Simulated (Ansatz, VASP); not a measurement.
# Li2S in VASP and in Ansatz

The input INCAR:

```
PREC = Accurate ; ENCUT = 750
EDIFF = 1E-7 ; ISMEAR = 0
SIGMA = 0.01 ; LREAL = False
LASPH = True ; NELM = 120
ALGO = Normal ; ISIF = 3
LWAVE = False ; LCHARG = False
GGA = RE ; IVDW = 12
IBRION = 2 ; NSW = 80
EDIFFG = -0.03 ; GGA_COMPAT = False
NELMIN = 4
```

Contents of KPOINTS:

```
Automatic mesh
0
Gamma
  6 6 6
```

File POSCAR:

```
Li2S
1.0
    0.0000000000      2.8445000000      2.8445000000
    2.8445000000      0.0000000000      2.8445000000
    2.8445000000      2.8445000000      0.0000000000
Li S
2 1
Direct
    0.2500000000      0.2500000000      0.2500000000
    0.7500000000      0.7500000000      0.7500000000
    0.0000000000      0.0000000000      0.0000000000
```

Input for Ansatz:

```yaml
crystal:
  lattice:
    - [0.0, 2.8445, 2.8445]
    - [2.8445, 0.0, 2.8445]
    - [2.8445, 2.8445, 0.0]
  atoms:
    - { symbol: Li, position: [0.25, 0.25, 0.25] }
    - { symbol: Li, position: [0.75, 0.75, 0.75] }
    - { symbol: S, position: [0.0, 0.0, 0.0] }
kpoints:
  mp_grid:
    grid: [6, 6, 6]
hamiltonian:
  xc: revpbe
  dispersion: d3bj
scf:
  occupations:
    method: fixed
relax:
  f_tol: 0.03
  cell: {}
```

Alike in both runs: task relaxation of cell and atoms; functional revPBE; dispersion D3(BJ); k mesh 6 × 6 × 6; no spin polarisation.

```csv
,VASP,Ansatz
version,VASP 6.6.1,Ansatz 0.2.0
potentials or method,"VASP PAW PBE potentials, release 64 (Li_sv, S)","plane waves, PAW"
plane-wave cutoff (eV),750,420
occupations,"gaussian, width 0.01 eV",fixed
valence electrons in the cell,12,12
```

```csv
,VASP,Ansatz,Ansatz less VASP
relaxed volume (Å³/atom),13.88,13.86,-0.016
relaxed cell length with the largest relative difference (Å),3.890,3.889,-0.0015
```

VASP's potentials were made for PBE, not for revPBE.
